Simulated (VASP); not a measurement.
# Os: relaxation of cell and atoms with b88 exchange, pbe correlation

Crystal: Os.

```
CELL_PARAMETERS angstrom
2.49000 0.00000 0.00000
0.00000 2.49000 0.00000
0.00000 0.00000 2.49000
ATOMIC_POSITIONS crystal
Os 0.00000 0.00000 0.00000
```

This isn't the form of Os at room conditions, which is hcp.

```json
{
  "Program": "VASP 6.6.1",
  "Task": "relaxation of cell and atoms",
  "Functional": "b88 exchange, pbe correlation",
  "Potentials or basis": "VASP PAW PBE potentials, release 64 (Os)",
  "Cutoff": "600 eV",
  "k mesh": "10 × 10 × 10",
  "Occupations": "fermi-dirac, width 0.1 eV",
  "Spin": "no spin polarisation",
  "Dipole correction": "no",
  "Further INCAR settings": "ALGO = Normal; EDIFF = 1e-07; IBRION = 2; EDIFFG = -0.02; NSW = 80; ISIF = 3"
}
```

```json
{
  "Relaxed volume": "16.72 Å³/atom",
  "Relaxed cell": "a = 2.557 Å, b = 2.557 Å, c = 2.557 Å, α = 90.00°, β = 90.00°, γ = 90.00°",
  "Space group after relaxing (to 0.1 Å)": "Pm-3m (No. 221)",
  "Pressure after relaxing": "0.1 GPa",
  "Band gap on the k mesh": "zero (bands 4 and 5 overlap by 5.84 eV)"
}
```

Final structure:
```
Os
1.0
     2.55701    0.00000    0.00000
     0.00000    2.55701    0.00000
     0.00000    0.00000    2.55701
Os
1
Direct
  0.00000 0.00000 0.00000
```

Levels at points of the mesh, in eV from the Fermi level:
```
           k point  band 1  band 2  band 3  band 4  band 5  band 6  band 7  band 8
(0.00, 0.00, 0.00)   -9.42   -5.93   -5.93    2.25    2.25    2.25   15.50   15.50
(0.50, 0.00, 0.00)   -6.23   -5.10   -1.11   -0.98   -0.98    2.58    7.06   15.73
(0.50, 0.50, 0.00)   -6.63   -4.53   -0.35   -0.35    4.51    4.51    4.63   12.60
(0.50, 0.50, 0.50)   -5.21   -5.21   -5.21    4.86    4.86    8.56   11.15   11.15
```

Run time: 14 s on 1 thread of AMD EPYC 9R45 96-Core Processor (Zen 5), on a shared host, peak memory 0.1 GiB.

Caveat: the PAW data sets were made with another functional, which shifts forces and pressure a little; spin-orbit coupling is left out, which moves the levels of the heavy elements.
